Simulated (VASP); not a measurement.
**Rh: single point with LDA**

The system is Rh.

```
CELL_PARAMETERS angstrom
0.00000 1.85911 1.85911
1.85911 0.00000 1.85911
1.85911 1.85911 0.00000
ATOMIC_POSITIONS crystal
Rh 0.00000 0.00000 0.00000
```

This cell differs from its parent crystal: volume scaled by 0.94.

```
Program                : VASP 6.6.1
Task                   : single point
Functional             : LDA
Potentials or basis    : VASP PAW LDA potentials, release 64 (Rh_pv)
Cutoff                 : 520 eV
k mesh                 : 12 × 12 × 12
Occupations            : fermi-dirac, width 0.05 eV
Spin                   : no spin polarisation
Dipole correction      : no
Further INCAR settings : ALGO = Normal; EDIFF = 1e-06; NBANDS = 14
```

The pressure is 10.6 GPa.

Levels at points of the mesh, in eV from the Fermi level:
| k point | band 3 | band 4 | band 5 | band 6 | band 7 | band 8 | band 9 | band 10 | band 11 | band 12 |
| --- | --- | --- | --- | --- | --- | --- | --- | --- | --- | --- |
| (0.00, 0.00, 0.00) | -46.32 | -8.55 | -3.48 | -3.48 | -3.48 | -1.12 | -1.12 | 15.85 | 20.10 | 21.65 |
| (0.50, 0.00, 0.00) | -46.45 | -6.78 | -3.56 | -3.56 | 0.61 | 0.62 | 0.62 | 9.29 | 15.40 | 20.10 |
| (0.50, 0.50, 0.00) | -46.66 | -7.04 | -6.66 | 0.61 | 1.09 | 1.09 | 3.28 | 13.11 | 13.59 | 13.59 |

Run time: 6.5 s on 1 thread of Intel(R) Xeon(R) Platinum 8375C CPU @ 2.90GHz (Ice Lake), on a shared host, peak memory 0.12 GiB.
